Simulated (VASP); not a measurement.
# Nb2As5: single point with PBEsol

Nb2As5, a slab with vacuum:

```
CELL_PARAMETERS angstrom
3.36141 0.00000 0.00000
-1.68071 4.66658 0.00000
0.00000 0.00000 28.92927
ATOMIC_POSITIONS crystal
As 0.39392 0.78783 0.25253
As 0.08295 0.16590 0.27268
As 0.76861 0.53730 0.35684
As 0.04714 0.09408 0.40923
As 0.74310 0.48611 0.49367
As 0.48273 0.96555 0.50633
As 0.17869 0.35758 0.59077
As 0.45722 0.91436 0.64316
As 0.14289 0.28577 0.72733
As 0.83191 0.66384 0.74747
Nb 0.48633 0.97251 0.33765
Nb 0.33117 0.66233 0.42846
Nb 0.89466 0.78933 0.57154
Nb 0.73950 0.47914 0.66235
```

```
Program                : VASP 6.6.1
Task                   : single point
Functional             : PBEsol
Potentials or basis    : VASP PAW PBE potentials, release 64 (As, Nb_sv)
Cutoff                 : 520 eV
k mesh                 : 11 × 8 × 1
Occupations            : gaussian, width 0.1 eV
Spin                   : no spin polarisation
Dipole correction      : yes
Further INCAR settings : ALGO = Normal; EDIFF = 1e-06; NBANDS = 64; ISYM = 0
```

```json
{
  "Largest force": "0.069 eV/Å",
  "Band gap on the k mesh": "zero (bands 51 and 52 overlap by 0.93 eV)"
}
```

Forces on the atoms (eV/Å):
```
As   0.000 -0.060 -0.035
As   0.000  0.065  0.005
As   0.000 -0.012 -0.004
As   0.000  0.005  0.020
As   0.000  0.013  0.007
As   0.000 -0.013 -0.006
As   0.000 -0.004 -0.020
As   0.000  0.012  0.003
As   0.000 -0.065 -0.005
As   0.000  0.060  0.035
Nb  -0.001  0.000  0.021
Nb   0.000 -0.007 -0.021
Nb   0.000  0.007  0.021
Nb   0.001  0.000 -0.021
```

Levels at points of the mesh, in eV from the Fermi level:
```csv
k point,band 48,band 49,band 50,band 51,band 52,band 53,band 54,band 55
"(0.00, 0.00, 0.00)",-0.91,-0.66,-0.49,-0.42,-0.31,0.83,1.26,1.50
"(0.00, 0.50, 0.00)",-0.30,-0.08,0.10,0.62,0.71,0.74,0.80,1.15
```

Wall time 92 min on 1 thread of Intel Xeon 8259CL (shared host), peak memory 1.2 GiB.

Caveat: the PAW data sets were made with another functional, which shifts forces and pressure a little.
